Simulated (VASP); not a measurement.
A run of VASP 6.6.1 is set up as follows.

Contents of INCAR:

```
ALGO = Normal
EDIFF = 1E-6
ENCUT = 520
GGA = PS
ISIF = 2
ISMEAR = -1
KPAR = 4
LASPH = T
LCHARG = T
LDAU = T
LDAUJ = 0 0 0
LDAUL = -1 2 -1
LDAUPRINT = 1
LDAUTYPE = 2
LDAUU = 0 1 0
LMAXMIX = 4
LREAL = F
LVHAR = T
LWAVE = F
NBANDS = 51
NELM = 150
PREC = Accurate
SIGMA = 0.05
```

KPOINTS

```
k-points
0
Gamma
  7 7 4
```

POSCAR

```
BaTiO3
1.0
    4.0073000000      0.0000000000      0.0000000000
    0.0000000000      4.0073000000      0.0000000000
    0.0000000000      0.0000000000      8.0146000000
Ba Ti O
2 2 6
Direct
    0.5774118300      0.5950023200      0.2399217200
    0.5133239400      0.4560751000      0.7636477900
    0.0354144600      0.9982134600      0.0132376500
    0.9499882200      0.9711686500      0.5185272300
    0.5690732100      0.9256262100      0.9797733700
    0.4293289800      0.9665517700      0.5005258200
    0.9689020100      0.5955733500      0.9841481100
    0.9541317500      0.4628596100      0.5236707700
    0.9618464100      0.0102451400      0.2239939200
    0.0405791900      0.0186844000      0.7525536100
```

Potentials or basis: VASP PAW PBE potentials, release 64 (Ba_sv, Ti_sv, O).

Command:

```console
$ cat potpaw_PBE.64/Ba_sv/POTCAR potpaw_PBE.64/Ti_sv/POTCAR potpaw_PBE.64/O/POTCAR > POTCAR
$ mpirun -np 4 vasp_std > vasp.out
```

(1) Estimate the pressure.

(2) Predict the band gap on the k mesh.

(3) Predict the largest force.

Results:

(1) 15.6 GPa.

(2) 1.55 eV.

(3) 8.077 eV/Å.

Caveat: the stress differs along the axes, from 11 to 18 GPa; the PAW data sets were made with another functional, which shifts forces and pressure a little; spin-orbit coupling is left out, which moves the levels of the heavy elements.
